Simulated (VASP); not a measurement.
A run of VASP 6.6.1 is set up as follows.

Contents of INCAR:

```
ALGO = Normal
EDIFF = 1E-7
EDIFFG = -0.005
ENCUT = 600
GGA = PS
IBRION = 2
ISIF = 3
ISMEAR = -1
LASPH = True
LCHARG = False
LREAL = False
LWAVE = False
NELM = 60
NSW = 80
PREC = Accurate
PSTRESS = 300.0
SIGMA = 0.05
```

File KPOINTS:

```
k-points
0
Gamma
  12 12 6
```

File POSCAR:

```
BN
1.0
    2.5539396017      0.0000000000      0.0000000000
   -1.2769698009      2.2117765748      0.0000000000
    0.0000000000      0.0000000000      4.2268550000
N B
2 2
Direct
    0.3333333333      0.6666666667      0.1252760000
    0.6666666667      0.3333333333      0.6252760000
    0.3333333333      0.6666666667      0.4997240000
    0.6666666667      0.3333333333      0.9997240000
```

Potentials or basis: VASP PAW PBE potentials, release 64 (N, B).

Launch:

```console
$ cat potpaw_PBE.64/N/POTCAR potpaw_PBE.64/B/POTCAR > POTCAR
$ mpirun -np 1 vasp_std > vasp.out
```

(1) Estimate the space group after relaxing (to 0.05 Å).

(2) Predict the relaxed cell.

(3) Estimate the relaxed volume.

Results:

(1) P6_3mc (No. 186).

(2) a = 2.484 Å, b = 2.484 Å, c = 4.111 Å, α = 90.00°, β = 90.00°, γ = 120.00°.

(3) 5.49 Å³/atom.

Caveat: the cell is relaxed towards a set pressure, so the enthalpy falls and the energy may rise; the PAW data sets were made with another functional, which shifts forces and pressure a little.
